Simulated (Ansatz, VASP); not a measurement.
CsH5: VASP beside Ansatz

```
Cs H
1.0
     3.95774    0.00000    0.00000
    -1.97887    3.42751    0.00000
     0.00000    0.00000    5.53358
Cs H
1 5
Cartesian
  0.0000 0.0000 0.0000
  1.9789 0.0000 0.0000
  -0.9894 1.7138 0.0000
  0.9894 1.7138 0.0000
  0.0000 0.0000 2.0623
  0.0000 0.0000 3.4713
```

Alike in both runs: task relaxation of cell and atoms; functional PBE; k mesh 6 × 6 × 4; occupations gaussian, width 0.1 eV; no spin polarisation.

|  | VASP | Ansatz |
| --- | --- | --- |
| version | VASP 6.6.1 | Ansatz 0.2.0 |
| potentials or method | VASP PAW PBE potentials, release 64 (Cs_sv, H_h), cutoff 910 eV | scalar-relativistic, plane waves, PAW |
| valence electrons in the cell | 14 | 14 |

|  | VASP | Ansatz | Ansatz less VASP |
| --- | --- | --- | --- |
| gap on the k mesh at the Fermi level, each at its own relaxed structure (eV) | none | none | - |
| relaxed volume (Å³/atom) | 29.83 | 33.48 | +3.654 |
| relaxed cell length with the largest relative difference (Å) | 7.185 | 7.787 | +0.6026 |

A gap of «none» marks a metal or a gap that the smearing closes. One of these differences is far larger than is usual between the two programs; its cause wasn't traced.

Spin-orbit coupling is off throughout. Noted on VASP's run: the volume moved by over 15 % at a fixed basis, so the end points are rough.
